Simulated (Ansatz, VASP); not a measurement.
## GaN in VASP and in Ansatz

```
Ga N
1.0
     3.15180    0.00000    0.00000
    -1.57590    2.72954    0.00000
     0.00000    0.00000    5.13848
Ga N
2 2
Direct
  0.66667 0.33333 0.49930
  0.33333 0.66667 0.99930
  0.66667 0.33333 0.87570
  0.33333 0.66667 0.37570
```

Alike in both runs: functional LDA; k mesh 12 × 12 × 6; occupations gaussian, width 0.02 eV; no spin polarisation.

Ansatz relaxed the structure, and its values are those at the end. VASP's run is a single point on that final structure, the one shown.

|  | VASP | Ansatz |
| --- | --- | --- |
| version | VASP 6.6.1 | Ansatz 0.2.0 |
| potentials or method | VASP PAW LDA potentials, release 64 (Ga_d, N), cutoff 520 eV | scalar-relativistic, plane waves, PAW |
| valence electrons in the cell | 36 | 36 |

```csv
,VASP,Ansatz,Ansatz less VASP
gap on the k mesh at the Fermi level (eV),2.15,2.13,-0.017
least direct gap on the mesh (eV),2.15,2.13,-0.017
pressure (GPa),1.1,0.0,-1.12
```

LDA's correlation is that of Perdew and Zunger in VASP and of Perdew and Wang (1992) in Ansatz.
